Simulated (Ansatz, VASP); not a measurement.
One calculation of Y2C, two programs

File INCAR:

```
SYSTEM = Y2C
PREC = Accurate
ENCUT = 520
EDIFF = 1E-8
ISMEAR = -1
SIGMA = 0.05
LREAL = .FALSE.
LASPH = .TRUE.
NELM = 60
ALGO = Normal
ISIF = 2
LWAVE = .FALSE.
LCHARG = .FALSE.
LEFG = .TRUE.
NBANDS = 20
```

KPOINTS

```
Automatic mesh
0
G
  10 10 10
  0 0 0
```

Contents of POSCAR:

```
Y2C
1.0
    1.8124150000      1.0463982881      5.9880000000
   -1.8124150000      1.0463982881      5.9880000000
    0.0000000000     -2.0927965763      5.9880000000
Y C
2 1
Direct
    0.2579300000      0.2579300000      0.2579300000
    0.7420700000      0.7420700000      0.7420700000
    0.0000000000      0.0000000000      0.0000000000
```

Input for Ansatz:

```yaml
crystal:
  lattice:
    - [1.812415, 1.0463982881, 5.988]
    - [-1.812415, 1.0463982881, 5.988]
    - [0.0, -2.0927965763, 5.988]
  atoms:
    - { symbol: "Y", position: [0.25793, 0.25793, 0.25793] }
    - { symbol: "Y", position: [0.74207, 0.74207, 0.74207] }
    - { symbol: C, position: [0.0, 0.0, 0.0] }
kpoints:
  mp_grid: { grid: [10, 10, 10] }
scf:
  occupations: { method: fermi_dirac, width: 0.05 }
hamiltonian:
  xc: lda
  pseudopotentials: { kind: all_electron, datasets: crystal }
output:
  forces: true
  stress: true
  eigenvalues: true
  efg: { contact_densities: true }
```

Change from the starting cell: shortest bond scaled by 1, crystal datasets.

Alike in both runs: task electric field gradients; functional LDA; k mesh 10 × 10 × 10; occupations fermi-dirac, width 0.05 eV; no spin polarisation.

|  | VASP | Ansatz |
| --- | --- | --- |
| version | VASP 6.6.1 | Ansatz 0.2.0 |
| potentials or method | VASP PAW LDA potentials, release 64 (Y_sv, C), cutoff 520 eV | all-electron PAW with datasets made for the crystal, scalar-relativistic |

|  | VASP | Ansatz | Ansatz less VASP |
| --- | --- | --- | --- |
| pressure (GPa) | -5.1 | -5.1 | -0.01 |
| traceless stress, the component that is largest in VASP (GPa) | 1.48 | 1.46 | -0.012 |
| rms of the force components (eV/Å) | 0.328 | 0.332 | +0.0041 |
| size of Vzz on the site where it differs most (V/Å²) | 14.6 | 15.1 | +0.52 |

LDA's correlation is that of Perdew and Zunger in VASP and of Perdew and Wang (1992) in Ansatz. Atom by atom the forces differ by 0.004 eV/Å (rms over components). Ansatz ran all-electron here, and VASP with PAW potentials.
